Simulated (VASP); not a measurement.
A run of VASP 6.6.1 is set up as follows.

Contents of INCAR:

```
SYSTEM = Mg
PREC     = Accurate       ! precision mode
ENCUT    = 600            ! plane-wave cutoff, eV
EDIFF    = 1E-7           ! SCF threshold, eV
ISMEAR   = 0              ! smearing method
SIGMA    = 0.1            ! smearing width, eV
LREAL    = .False.        ! projectors in reciprocal space
LASPH    = .True.         ! aspherical terms in the spheres
NELM     = 120            ! most SCF steps
ALGO     = Normal         ! electronic algorithm
ISIF     = 3              ! what is computed and relaxed
LWAVE    = .False.        ! write WAVECAR
LCHARG   = .False.        ! write CHGCAR
GGA      = PS             ! functional
IBRION   = 2              ! ionic algorithm
NSW      = 70             ! ionic steps
EDIFFG   = -0.004         ! ionic threshold
PSTRESS  = 120.0        
GGA_COMPAT= .False.      
NELMIN   = 4
```

File KPOINTS:

```
regular mesh
0
Gamma
  18 18 10
  0 0 0
```

Contents of POSCAR:

```
Mg
1.0
    2.8008296436      0.0000000000      0.0000000000
   -1.4004148218      2.4255896230      0.0000000000
    0.0000000000      0.0000000000      4.5227193584
Mg
2
Direct
    0.3333333333      0.6666666667      0.2500000000
    0.6666666667      0.3333333333      0.7500000000
```

Potentials or basis: VASP PAW PBE potentials, release 64 (Mg).

Command:

```sh
$ cat potpaw_PBE.64/Mg/POTCAR > POTCAR
$ mpirun -np 1 vasp_std > vasp.out
```

(1) Predict the relaxed volume.

(2) Estimate the space group after relaxing (to 0.1 Å).

Results:

(1) 18.24 Å³/atom.

(2) P6_3/mmc (No. 194).

Caveat: the cell is relaxed towards a set pressure, so the run minimises the enthalpy, not the energy; the volume moved by over 15 % at a fixed basis, so the end points are rough; the PAW data sets were made with another functional, which shifts forces and pressure a little.
